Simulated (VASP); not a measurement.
# Cl (Cmce) in VASP: a series of runs

Aim: see how the results for Cl move with the level of theory and the settings. Levels: PBE, r2SCAN. Tasks: electric field gradients.

Everything below comes from runs of VASP 6.6.1. Logs are shortened: lines on timing, memory, paths and dates and some standing lists are left out, and cuts for length are marked.

### 1 The cell of the first run

Symmetry: Cmce, No. 64, orthorhombic system. The conventional cell has a = 6.528 Å, b = 4.115 Å, c = 8.402 Å, α = 90.00°, β = 90.00°, γ = 90.00°. Cl (site symmetry m) has 1 Cl at 2.00 Å within 2.6 Å.

### 2 Electric field gradients, PBE

INCAR

```
SYSTEM = Cl
PREC = Accurate ; ENCUT = 520
EDIFF = 1E-8 ; ISMEAR = -1
SIGMA = 0.05 ; LREAL = .False.
LASPH = .True. ; NELM = 100
ALGO = Normal ; ISIF = 2
LWAVE = .False. ; LCHARG = .False.
GGA = PE ; LEFG = .True.
NBANDS = 22
```

KPOINTS

```
Automatic mesh
0
Gamma
  9 9 4
  0 0 0
```

POSCAR

```
Cl
1.0
    3.2642055900     -2.0574717550      0.0000000000
    3.2642055900      2.0574717550      0.0000000000
    0.0000000000      0.0000000000      8.4023954700
Cl
4
Direct
    0.8854753100      0.1145246900      0.6047529900
    0.1145246900      0.8854753100      0.3952470100
    0.6145246900      0.3854753100      0.1047529900
    0.3854753100      0.6145246900      0.8952470100
```

Potentials or basis: VASP PAW PBE potentials, release 64 (Cl).

Started as:

```bash
cat potpaw_PBE.64/Cl/POTCAR > POTCAR
mpirun -np 1 vasp_std > vasp.out
```

OUTCAR:

```text
SYSTEM = Cl
   PREC = Accurate
   ENCUT = 520
   EDIFF = 1E-8
   ISMEAR = -1
   LREAL = .False.
   LASPH = .True.
   NELM = 100
   ISIF = 2
   GGA = PE

 ion  position               nearest neighbor table
   1  0.885  0.115  0.605-   2 2.00
   2  0.115  0.885  0.395-   1 2.00
   3  0.615  0.385  0.105-   4 2.00
   4  0.385  0.615  0.895-   3 2.00

  LATTYP: Found a base centered orthorhombic cell.
 ALAT       =     4.1149435100
 B/A-ratio  =     1.5865129531
 C/A-ratio  =     2.0419224346

  Lattice vectors:

 A1 = (  -3.2642055900,  -2.0574717550,   0.0000000000)
 A2 = (   3.2642055900,  -2.0574717550,   0.0000000000)
 A3 = (   0.0000000000,   0.0000000000,   8.4023954700)

Analysis of symmetry for initial positions (statically):
=====================================================================
 Subroutine PRICEL returns:
 Original cell was already a primitive cell.

 Routine SETGRP: Setting up the symmetry group for a
 base centered orthorhombic supercell.

 Subroutine GETGRP returns: Found  8 space group operations
 (whereof  4 operations were pure point group operations)
 out of a pool of  8 trial point group operations.

The static configuration has the point symmetry C_2h.
 The point group associated with its full space group is D_2h.

Analysis of symmetry for dynamics (positions and initial velocities):
=====================================================================
 Subroutine PRICEL returns:
 Original cell was already a primitive cell.

 Routine SETGRP: Setting up the symmetry group for a
 base centered orthorhombic supercell.

 Subroutine GETGRP returns: Found  8 space group operations
 (whereof  4 operations were pure point group operations)
 out of a pool of  8 trial point group operations.

The dynamic configuration has the point symmetry C_2h.
 The point group associated with its full space group is D_2h.

 Subroutine INISYM returns: Found  8 space group operations
 (whereof  4 operations are pure point group operations),
 and found     1 'primitive' translations

[... 135 lines left out ...]

 number of electron      27.9999996 magnetization

 Free energy of the ion-electron system (eV)
  ---------------------------------------------------
  ext. energy  EPLUGINS =         0.00000000
  ---------------------------------------------------
  free energy    TOTEN  =        -7.32356782 eV

  energy without entropy =       -7.32356782  energy(sigma->0) =       -7.32356782

 E-fermi :   0.8581     XC(G=0):  -7.8509

 val. band max:       -0.2687499336   @ k =   0.0000   0.0000   0.0000
 cond. band min:       2.0451504498   @ k =   0.0000   0.0000   0.0000
 fundamental gap:      2.3139003834
 Fermi energy:         0.8581235459

 k-point     1 :       0.0000    0.0000    0.0000
  band No.  band energies     occupation
      1     -17.1703      2.00000
      2     -16.9280      2.00000
      3     -13.1461      2.00000
      4     -12.4035      2.00000
      5      -6.0097      2.00000
      6      -4.7592      2.00000
[... 589 lines left out ...]
     21      10.3616      0.00000
     22      11.3556      0.00000

 [... further k-points ...]
[... 5 lines left out ...]
  --------------------------------------------------------------------------------------
  -------------------------------------------------------------------------------------
  Total        0.7921377      0.8159903      1.0711371      0.0000000      0.0000000      0.0000000
  in kB       11.2451894     11.5838003     15.2058656      0.0000000      0.0000000      0.0000000
  external PRESSURE =      12.6782851 kB  Pullay stress =       0.0000000 kB

 VOLUME and BASIS-vectors are now :
 -----------------------------------------------------------------------------
  energy-cutoff  :      520.00
  volume of cell :      112.86
      direct lattice vectors                 reciprocal lattice vectors
     3.264205590 -2.057471755  0.000000000     0.153176626 -0.243016702  0.000000000
     3.264205590  2.057471755  0.000000000     0.153176626  0.243016702  0.000000000
     0.000000000  0.000000000  8.402395470     0.000000000  0.000000000  0.119013679

 POSITION                                       TOTAL-FORCE (eV/Angst)
 -----------------------------------------------------------------------------------
      3.26421     -1.58621      5.08137         0.000000      0.111825      0.239450
      3.26421      1.58621      3.32102         0.000000     -0.111825     -0.239450
      3.26421     -0.47126      0.88018         0.000000     -0.111825      0.239450
      3.26421      0.47126      7.52222         0.000000      0.111825     -0.239450
 -----------------------------------------------------------------------------------
    total drift:                                0.000000     -0.000000      0.000000

  FREE ENERGIE OF THE ION-ELECTRON SYSTEM (eV)
  ---------------------------------------------------
  free  energy   TOTEN  =        -7.3235678240 eV

  energy  without entropy=       -7.3235678239  energy(sigma->0) =       -7.32356782

 Electric field gradients (V/A^2)
---------------------------------------------------------------------
 ion       V_xx      V_yy      V_zz      V_xy      V_xz      V_yz
---------------------------------------------------------------------
   1    -282.800   -76.071   358.872     0.000    -0.000   318.191
   2    -282.800   -76.071   358.872    -0.000    -0.000   318.191
   3    -282.800   -76.071   358.872    -0.000     0.000  -318.191
   4    -282.800   -76.071   358.872    -0.000    -0.000  -318.191
---------------------------------------------------------------------

 Electric field gradients after diagonalization (V/A^2)
 (convention: |V_zz| > |V_xx| > |V_yy|)
----------------------------------------------------------------------
 ion       V_xx      V_yy      V_zz     asymmetry (V_yy - V_xx)/ V_zz
----------------------------------------------------------------------
   1    -282.800  -244.007   526.808       0.074
   2    -282.800  -244.007   526.808       0.074
   3    -282.800  -244.007   526.808       0.074
   4    -282.800  -244.007   526.808       0.074
----------------------------------------------------------------------

           NMR quadrupolar parameters

 Cq : quadrupolar parameter    Cq=e*Q*V_zz/h
 eta: asymmetry parameters     (V_yy - V_xx)/ V_zz
 Q  : nuclear electric quadrupole moment in mb (millibarn)
----------------------------------------------------------------------
 ion       Cq(MHz)       eta       Q (mb)
----------------------------------------------------------------------
   1       1.274       0.074       1.000
   2       1.274       0.074       1.000
   3       1.274       0.074       1.000
   4       1.274       0.074       1.000
----------------------------------------------------------------------
```

It took 3 min on 1 thread of Intel Xeon Platinum 8259CL at 2.50GHz (Skylake/Cascade Lake), shared host; peak memory 0.29 GiB.

What came out:

```yaml
Free_energy: -7.3236 eV
Pressure: 1.3 GPa
Largest_force: 0.264 eV/Å
Band_gap_on_the_k_mesh: 2.31 eV
Largest_electric_field_gradient_by_atom: Cl +526.8 V/Å²
```

Forces in eV/Å, atoms in the order of the input:
```
Cl   0.000  0.112  0.239
Cl   0.000 -0.112 -0.239
Cl   0.000 -0.112  0.239
Cl   0.000  0.112 -0.239
```

Levels at points of the mesh, in eV from the valence-band top:
| k point | band 10 | band 11 | band 12 | band 13 | band 14 | band 15 | band 16 | band 17 | band 18 | band 19 |
| --- | --- | --- | --- | --- | --- | --- | --- | --- | --- | --- |
| (0.00, 0.00, 0.00) | -2.38 | -0.81 | -0.34 | -0.13 | 0.00 | 2.31 | 3.33 | 6.70 | 7.00 | 8.74 |
| (0.00, 0.00, 0.50) | -2.43 | -0.68 | -0.68 | -0.06 | -0.06 | 2.78 | 2.78 | 7.12 | 7.12 | 9.39 |

Electric field gradients, principal values (V/Å²):
```
atom     least    middle  greatest (by size)
1 Cl  -244.007  -282.800             526.808
2 Cl  -244.007  -282.800             526.808
3 Cl  -244.007  -282.800             526.808
4 Cl  -244.007  -282.800             526.808
```

Caveat: this functional lacks dispersion, which holds the molecules together, so the pressure and a relaxed volume are unreliable; without QUAD_EFG the Cq values of the log hold for a quadrupole moment of 1 mb, not for the nuclei. A k mesh can miss the band edges.

### 3 Electric field gradients, r2SCAN

POSCAR is that of step 2.

INCAR.step1

```
ALGO = Normal
EDIFF = 1E-4
ENCUT = 520
GGA = PE
ISMEAR = -1
LASPH = True
LCHARG = False
LREAL = False
LWAVE = True
NBANDS = 22
NELM = 80
PREC = Accurate
SIGMA = 0.05
```

INCAR.step2

```
ALGO = Normal
EDIFF = 1E-8
ENCUT = 520
ISIF = 2
ISMEAR = -1
ISTART = 1
LASPH = True
LCHARG = False
LEFG = True
LMIXTAU = True
LREAL = False
LWAVE = False
METAGGA = R2SCAN
NBANDS = 22
NELM = 80
PREC = Accurate
SIGMA = 0.05
```

KPOINTS

```
k-points
0
Gamma
  9 9 4
```

Potentials or basis: VASP PAW PBE potentials, release 64 (Cl).

Started as:

```bash
cat potpaw_PBE.64/Cl/POTCAR > POTCAR
cp INCAR.step1 INCAR
mpirun -np 1 vasp_std > vasp.out
cp INCAR.step2 INCAR
mpirun -np 1 vasp_std > vasp.out
```

OUTCAR:

```text
EDIFF = 1E-8
   ENCUT = 520
   ISIF = 2
   ISMEAR = -1
   ISTART = 1
   LASPH = True
   LREAL = False
   METAGGA = R2SCAN
   NELM = 80
   PREC = Accurate

 ion  position               nearest neighbor table
   1  0.885  0.115  0.605-   2 2.00
   2  0.115  0.885  0.395-   1 2.00
   3  0.615  0.385  0.105-   4 2.00
   4  0.385  0.615  0.895-   3 2.00

  LATTYP: Found a base centered orthorhombic cell.
 ALAT       =     4.1149435100
 B/A-ratio  =     1.5865129531
 C/A-ratio  =     2.0419224346

  Lattice vectors:

 A1 = (  -3.2642055900,  -2.0574717550,   0.0000000000)
 A2 = (   3.2642055900,  -2.0574717550,   0.0000000000)
 A3 = (   0.0000000000,   0.0000000000,   8.4023954700)

Analysis of symmetry for initial positions (statically):
=====================================================================
 Subroutine PRICEL returns:
 Original cell was already a primitive cell.

 Routine SETGRP: Setting up the symmetry group for a
 base centered orthorhombic supercell.

 Subroutine GETGRP returns: Found  8 space group operations
 (whereof  4 operations were pure point group operations)
 out of a pool of  8 trial point group operations.

The static configuration has the point symmetry C_2h.
 The point group associated with its full space group is D_2h.

Analysis of symmetry for dynamics (positions and initial velocities):
=====================================================================
 Subroutine PRICEL returns:
 Original cell was already a primitive cell.

 Routine SETGRP: Setting up the symmetry group for a
[... 168 lines left out ...]
      1     -18.2824      2.00000
      2     -18.0327      2.00000
      3     -14.0613      2.00000
      4     -13.2959      2.00000
      5      -6.5456      2.00000
      6      -5.2645      2.00000
[... 589 lines left out ...]
     21      10.6776      0.00000
     22      11.6955      0.00000

 [... further k-points ...]
[... 5 lines left out ...]
  --------------------------------------------------------------------------------------
  -------------------------------------------------------------------------------------
  Total       -0.0542732     -0.0770706     -0.1221281      0.0000000      0.0000000      0.0000000
  in kB       -0.7704626     -1.0940947     -1.7337314      0.0000000      0.0000000      0.0000000
  external PRESSURE =      -1.1994296 kB  Pullay stress =       0.0000000 kB

 VOLUME and BASIS-vectors are now :
 -----------------------------------------------------------------------------
  energy-cutoff  :      520.00
  volume of cell :      112.86
      direct lattice vectors                 reciprocal lattice vectors
     3.264205590 -2.057471755  0.000000000     0.153176626 -0.243016702  0.000000000
     3.264205590  2.057471755  0.000000000     0.153176626  0.243016702  0.000000000
     0.000000000  0.000000000  8.402395470     0.000000000  0.000000000  0.119013679

 POSITION                                       TOTAL-FORCE (eV/Angst)
 -----------------------------------------------------------------------------------
      3.26421     -1.58621      5.08137         0.000000      0.012580      0.015899
      3.26421      1.58621      3.32102         0.000000     -0.012580     -0.015899
      3.26421     -0.47126      0.88018         0.000000     -0.012580      0.015899
      3.26421      0.47126      7.52222         0.000000      0.012580     -0.015899
 -----------------------------------------------------------------------------------
    total drift:                                0.000000     -0.000000      0.000000

  FREE ENERGIE OF THE ION-ELECTRON SYSTEM (eV)
  ---------------------------------------------------
  free  energy   TOTEN  =       -24.6026515473 eV

  energy  without entropy=      -24.6026515473  energy(sigma->0) =      -24.60265155

 Electric field gradients (V/A^2)
---------------------------------------------------------------------
 ion       V_xx      V_yy      V_zz      V_xy      V_xz      V_yz
---------------------------------------------------------------------
   1    -282.816   -79.032   361.848     0.000    -0.000   323.349
   2    -282.816   -79.032   361.848     0.000    -0.000   323.349
   3    -282.816   -79.032   361.848    -0.000     0.000  -323.349
   4    -282.816   -79.032   361.848    -0.000     0.000  -323.349
---------------------------------------------------------------------

 Electric field gradients after diagonalization (V/A^2)
 (convention: |V_zz| > |V_xx| > |V_yy|)
----------------------------------------------------------------------
 ion       V_xx      V_yy      V_zz     asymmetry (V_yy - V_xx)/ V_zz
----------------------------------------------------------------------
   1    -282.816  -249.934   532.750       0.062
   2    -282.816  -249.934   532.750       0.062
   3    -282.816  -249.934   532.750       0.062
   4    -282.816  -249.934   532.750       0.062
----------------------------------------------------------------------

           NMR quadrupolar parameters

 Cq : quadrupolar parameter    Cq=e*Q*V_zz/h
 eta: asymmetry parameters     (V_yy - V_xx)/ V_zz
 Q  : nuclear electric quadrupole moment in mb (millibarn)
----------------------------------------------------------------------
 ion       Cq(MHz)       eta       Q (mb)
----------------------------------------------------------------------
   1       1.288       0.062       1.000
   2       1.288       0.062       1.000
   3       1.288       0.062       1.000
   4       1.288       0.062       1.000
----------------------------------------------------------------------
```

OSZICAR.step1:

```text
N       E                     dE             d eps       ncg     rms          rms(c)
DAV:   1     0.192268745776E+03    0.19227E+03   -0.12273E+04  3300   0.108E+03
DAV:   2     0.639653506388E+01   -0.18587E+03   -0.17950E+03  4560   0.210E+02
DAV:   3    -0.759740979114E+01   -0.13994E+02   -0.13939E+02  4310   0.662E+01
DAV:   4    -0.777353605428E+01   -0.17613E+00   -0.17606E+00  4414   0.869E+00
DAV:   5    -0.777653411408E+01   -0.29981E-02   -0.29980E-02  4344   0.111E+00    0.165E+01
DAV:   6    -0.743930288598E+01    0.33723E+00   -0.22681E-01  4140   0.271E+00    0.108E+01
DAV:   7    -0.733530835457E+01    0.10399E+00   -0.51397E-01  4098   0.395E+00    0.842E-01
DAV:   8    -0.732332341940E+01    0.11985E-01   -0.63913E-02  3828   0.152E+00    0.402E-01
DAV:   9    -0.732345822941E+01   -0.13481E-03   -0.17264E-03  4154   0.252E-01    0.862E-02
DAV:  10    -0.732356327056E+01   -0.10504E-03   -0.14078E-04  3320   0.783E-02    0.480E-02
DAV:  11    -0.732356616146E+01   -0.28909E-05   -0.34530E-05  2520   0.400E-02
   1 F= -.73235662E+01 E0= -.73235662E+01  d E =-.266767E-10
```

Wall time 12 min (1 thread of Intel Xeon Platinum 8259CL at 2.50GHz (Skylake/Cascade Lake), shared host); peak memory 0.31 GiB.

Results:

```yaml
Free_energy: -24.6027 eV
Pressure: -0.1 GPa
Largest_force: 0.020 eV/Å
Band_gap_on_the_k_mesh: 2.67 eV
Largest_electric_field_gradient_by_atom: Cl +532.8 V/Å²
```

Forces in eV/Å, atoms in the order of the input:
```
Cl   0.000  0.013  0.016
Cl   0.000 -0.013 -0.016
Cl   0.000 -0.013  0.016
Cl   0.000  0.013 -0.016
```

Electric field gradients, principal values (V/Å²):
| atom | least | middle | greatest (by size) |
| --- | --- | --- | --- |
| 1 Cl | -249.934 | -282.816 | 532.750 |
| 2 Cl | -249.934 | -282.816 | 532.750 |
| 3 Cl | -249.934 | -282.816 | 532.750 |
| 4 Cl | -249.934 | -282.816 | 532.750 |

Caveat: without QUAD_EFG the Cq values of the log hold for a quadrupole moment of 1 mb, not for the nuclei; the PAW data sets were made with another functional, which shifts forces and pressure a little. A k mesh can miss the band edges.
